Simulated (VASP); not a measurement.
Write the native input for VASP 6.6.1 that does the following.

```yaml
Task: single point
Functional: PBE
Potentials_or_basis: VASP PAW PBE potentials, release 64 (Pd, Pt)
Cutoff: 500 eV
k_mesh: 12 × 12 × 18
Occupations: gaussian, width 0.1 eV
Spin: no spin polarisation
Dipole_correction: no
Further_INCAR_settings: ALGO = Normal; EDIFF = 1e-06; NBANDS = 22
```

The structure of PdPt2 lies in POSCAR:

```
PdPt2
1.0
    4.6582579220      0.0000000000      0.0000000000
   -2.3291289610      4.0341696978      0.0000000000
    0.0000000000      0.0000000000      2.6708940132
Pd Pt
1 2
Direct
    0.0000000000      0.0000000000      0.0000000000
    0.3333333333      0.6666666667      0.0000000000
    0.6666666667      0.3333333333      0.0000000000
```

The cell was built from a structure type or drawn by symmetry, and may not be a known phase.

These files were run (other wordings do the same):

INCAR

```
SYSTEM = PdPt2
PREC = Accurate
ENCUT = 500
EDIFF = 1E-6
ISMEAR = 0
SIGMA = 0.1
LREAL = .FALSE.
LASPH = .TRUE.
NELM = 120
ALGO = Normal
ISIF = 2
LWAVE = .FALSE.
LCHARG = .FALSE.
GGA = PE
NBANDS = 22
GGA_COMPAT = .FALSE.
```

KPOINTS

```
regular mesh
0
G
  12 12 18
  0 0 0
```

Potentials or basis: VASP PAW PBE potentials, release 64 (Pd, Pt).

Run with:

```bash
$ cat potpaw_PBE.64/Pd/POTCAR potpaw_PBE.64/Pt/POTCAR > POTCAR
$ mpirun -np 1 vasp_std > vasp.out
```

Results of the run:

The pressure is -0.4 GPa. The band gap on the k mesh is zero (bands 15 and 16 overlap by 2.31 eV).

Caveat: spin-orbit coupling is left out, which moves the levels of the heavy elements.

Run time: 5.2 min on 1 thread of AMD EPYC 7R13, on a shared host, peak memory 0.29 GiB.
